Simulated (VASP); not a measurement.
# LaB6 (Pm-3m) in VASP: notebook, part 2 of 2

VASP 6.6.1. The steps go on from the part before.

### 4 Single point, LDA

INCAR

```
SYSTEM = LaB6
  PREC = Accurate
  ENCUT = 520
  EDIFF = 1E-6
  ISMEAR = 0
  SIGMA = 0.05
  LREAL = .False.
  LASPH = .True.
  NELM = 100
  ALGO = Normal
  ISIF = 2
  LWAVE = .False.
  LCHARG = .False.
  GGA = CA
  NBANDS = 24
```

KPOINTS

```
regular mesh
0
Gamma
  8 8 8
  0 0 0
```

POSCAR

```
LaB6
1.0
    4.1549734142      0.0000000000      0.0000000000
    0.0000000000      4.1549734142      0.0000000000
    0.0000000000      0.0000000000      4.1549734142
La B
1 6
Direct
    0.0000000000      0.0000000000      0.0000000000
    0.1998455931      0.5000000000      0.5000000000
    0.8001544069      0.5000000000      0.5000000000
    0.5000000000      0.5000000000      0.1998455931
    0.5000000000      0.5000000000      0.8001544069
    0.5000000000      0.1998455931      0.5000000000
    0.5000000000      0.8001544069      0.5000000000
```

Potentials or basis: VASP PAW LDA potentials, release 64 (La, B).

Launch:

```bash
> cat potpaw_LDA.64/La/POTCAR potpaw_LDA.64/B/POTCAR > POTCAR
> mpirun -np 1 vasp_std > vasp.out
```

OUTCAR:

```text
SYSTEM = LaB6
   PREC = Accurate
   ENCUT = 520
   EDIFF = 1E-6
   ISMEAR = 0
   LREAL = .False.
   LASPH = .True.
   NELM = 100
   ISIF = 2
   GGA = CA

 ion  position               nearest neighbor table
   1  0.000  0.000  0.000-
   2  0.200  0.500  0.500-   3 1.66   4 1.76   5 1.76   6 1.76   7 1.76
   3  0.800  0.500  0.500-   2 1.66   4 1.76   5 1.76   6 1.76   7 1.76
   4  0.500  0.500  0.200-   5 1.66   3 1.76   2 1.76   6 1.76   7 1.76
   5  0.500  0.500  0.800-   4 1.66   3 1.76   2 1.76   6 1.76   7 1.76
   6  0.500  0.200  0.500-   7 1.66   3 1.76   4 1.76   5 1.76   2 1.76
   7  0.500  0.800  0.500-   6 1.66   3 1.76   4 1.76   5 1.76   2 1.76

  LATTYP: Found a simple cubic cell.
 ALAT       =     4.1549734142

  Lattice vectors:

 A1 = (   4.1549734142,   0.0000000000,   0.0000000000)
 A2 = (   0.0000000000,   4.1549734142,   0.0000000000)
 A3 = (   0.0000000000,   0.0000000000,   4.1549734142)

Analysis of symmetry for initial positions (statically):
=====================================================================
 Subroutine PRICEL returns:
 Original cell was already a primitive cell.

 Routine SETGRP: Setting up the symmetry group for a
[... 186 lines left out ...]
 k-point     1 :       0.0000    0.0000    0.0000
  band No.  band energies     occupation
      1     -24.3710      2.00000
      2      -8.1502      2.00000
      3      -8.1502      2.00000
      4      -8.1502      2.00000
      5      -6.8357      2.00000
      6       0.6499      2.00000
[... 637 lines left out ...]
     23      11.4971      0.00000
     24      11.9205      0.00000

 [... further k-points ...]

------------------------ aborting loop because EDIFF is reached ----------------------------------------

  FORCE on cell =-STRESS in cart. coord.  units (eV):
  Direction    XX          YY          ZZ          XY          YZ          ZX
  --------------------------------------------------------------------------------------
  -------------------------------------------------------------------------------------
  Total       -3.2471710     -3.2471710     -3.2471710      0.0000000     -0.0000000     -0.0000000
  in kB      -72.5288829    -72.5288829    -72.5288829      0.0000000     -0.0000000     -0.0000000
  external PRESSURE =     -72.5288829 kB  Pullay stress =       0.0000000 kB

 VOLUME and BASIS-vectors are now :
 -----------------------------------------------------------------------------
  energy-cutoff  :      520.00
  volume of cell :       71.73
      direct lattice vectors                 reciprocal lattice vectors
     4.154973414  0.000000000  0.000000000     0.240675427  0.000000000  0.000000000
     0.000000000  4.154973414  0.000000000     0.000000000  0.240675427  0.000000000
     0.000000000  0.000000000  4.154973414     0.000000000  0.000000000  0.240675427

 POSITION                                       TOTAL-FORCE (eV/Angst)
 -----------------------------------------------------------------------------------
      0.00000      0.00000      0.00000         0.000000      0.000000     -0.000000
      0.83035      2.07749      2.07749         0.151818      0.000000      0.000000
      3.32462      2.07749      2.07749        -0.151818     -0.000000     -0.000000
      2.07749      2.07749      0.83035         0.000000      0.000000      0.151818
      2.07749      2.07749      3.32462        -0.000000     -0.000000     -0.151818
      2.07749      0.83035      2.07749         0.000000      0.151818      0.000000
      2.07749      3.32462      2.07749        -0.000000     -0.151818     -0.000000
 -----------------------------------------------------------------------------------
    total drift:                                0.000000     -0.000000     -0.000000

  FREE ENERGIE OF THE ION-ELECTRON SYSTEM (eV)
  ---------------------------------------------------
  free  energy   TOTEN  =       -54.3305087029 eV

  energy  without entropy=      -54.3294945280  energy(sigma->0) =      -54.33000162
```

OSZICAR:

```text
N       E                     dE             d eps       ncg     rms          rms(c)
DAV:   1     0.195173021592E+03    0.19517E+03   -0.11019E+04  1768   0.155E+03
DAV:   2    -0.295872492611E+02   -0.22476E+03   -0.18882E+03  1880   0.269E+02
DAV:   3    -0.578110071166E+02   -0.28224E+02   -0.27078E+02  2336   0.112E+02
DAV:   4    -0.592251191834E+02   -0.14141E+01   -0.14004E+01  2992   0.225E+01
DAV:   5    -0.592560806093E+02   -0.30961E-01   -0.30944E-01  2496   0.271E+00    0.871E+00
DAV:   6    -0.547113217445E+02    0.45448E+01   -0.10506E+01  2680   0.162E+01    0.405E+00
DAV:   7    -0.543630902446E+02    0.34823E+00   -0.35901E+00  2504   0.840E+00    0.172E+00
DAV:   8    -0.544538381561E+02   -0.90748E-01   -0.12359E+00  2840   0.114E+01    0.129E+00
DAV:   9    -0.543572029691E+02    0.96635E-01   -0.15781E-01  2840   0.321E+00    0.727E-01
DAV:  10    -0.543304176367E+02    0.26785E-01   -0.18997E-01  3008   0.339E+00    0.153E-01
DAV:  11    -0.543309259333E+02   -0.50830E-03   -0.12250E-02  2568   0.758E-01    0.110E-01
DAV:  12    -0.543307989715E+02    0.12696E-03   -0.51053E-04  2704   0.126E-01    0.715E-02
DAV:  13    -0.543305070071E+02    0.29196E-03   -0.14838E-03  2880   0.353E-01    0.937E-03
DAV:  14    -0.543305102335E+02   -0.32264E-05   -0.10119E-04  2736   0.101E-01    0.694E-03
DAV:  15    -0.543305090086E+02    0.12249E-05   -0.35842E-06  2560   0.207E-02    0.246E-03
DAV:  16    -0.543305087029E+02    0.30575E-06   -0.20666E-06  2304   0.134E-02
   1 F= -.54330509E+02 E0= -.54330002E+02  d E =-.101417E-02
```

Run time: 54 s. Hardware: 1 thread of Intel Xeon Platinum 8488C (Sapphire Rapids), shared host; peak memory 0.19 GiB.

Results:

| Quantity | Value |
| --- | --- |
| Free energy | -54.3305 eV |
| Pressure | -7.3 GPa |
| Largest force | 0.152 eV/Å |
| Band gap on the k mesh | zero (an odd number of electrons rules out a gap without spin polarisation) |

Forces on the atoms (eV/Å):
```
La   0.000  0.000  0.000
B    0.152  0.000  0.000
B   -0.152  0.000  0.000
B    0.000  0.000  0.152
B    0.000  0.000 -0.152
B    0.000  0.152  0.000
B    0.000 -0.152  0.000
```

Levels at points of the mesh, in eV from the Fermi level:
```tsv
k point	band 11	band 12	band 13	band 14	band 15	band 16	band 17	band 18
(0.00, 0.00, 0.00)	-6.74	-1.77	-1.77	-1.77	0.25	0.25	0.25	1.59
(0.50, 0.00, 0.00)	-3.35	-3.35	-3.08	-2.40	-1.40	1.43	1.67	1.67
(0.50, 0.50, 0.00)	-4.34	-4.34	-2.79	-2.79	1.03	1.03	1.88	1.91
(0.50, 0.50, 0.50)	-4.58	-2.31	-2.31	-2.31	1.44	1.70	1.70	1.70
```

Caveat: the cell stands under tension; spin-orbit coupling is left out, which moves the levels of the heavy elements.

### 5 The runs side by side

```tsv
level	potentials or basis	gap on the mesh (eV)	pressure (GPa)	largest force (eV/Å)
PBE	VASP PAW PBE potentials, release 64 (La, B)	none	-0.1	0.02
PBEsol	VASP PAW PBE potentials, release 64 (La, B)	none	-3.1	0.01
LDA	VASP PAW LDA potentials, release 64 (La, B)	none	-7.3	0.15
```

Alike in all rows: task single point; no spin polarisation; cell a = 4.155 Å, 7 atoms; k mesh 8 × 8 × 8; cutoff (eV) 520; smearing gaussian 0.05 eV.

Caveats: spin-orbit coupling is left out, which moves the levels of the heavy elements; the cell stands under tension (at least some runs); the PAW data sets were made with another functional, which shifts forces and pressure a little (at least some runs).

Absolute energies hang on the potentials; compare differences alone.
